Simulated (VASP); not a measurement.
Here is a VASP 6.6.1 calculation.

INCAR

```
  PREC = Accurate
  ENCUT = 520
  EDIFF = 1E-6
  ISMEAR = 0
  SIGMA = 1.0
  LREAL = F
  LASPH = T
  NELM = 60
  ALGO = Normal
  ISIF = 2
  LWAVE = F
  LCHARG = T
  GGA = PE
  LELF = T
  LVHAR = T
  NBANDS = 12
```

KPOINTS

```
Automatic mesh
0
Gamma
  13 13 13
```

POSCAR

```
Ag
1.0
    0.0000000000      2.0734381516      2.0734381516
    2.0734381516      0.0000000000      2.0734381516
    2.0734381516      2.0734381516      0.0000000000
Ag
1
Direct
    0.0000000000      0.0000000000      0.0000000000
```

Potentials or basis: VASP PAW PBE potentials, release 64 (Ag).

Launch:

```console
$ cat potpaw_PBE.64/Ag/POTCAR > POTCAR
$ mpirun -np 1 vasp_std > vasp.out
```

Q: Estimate the pressure.

A: 0.3 GPa.
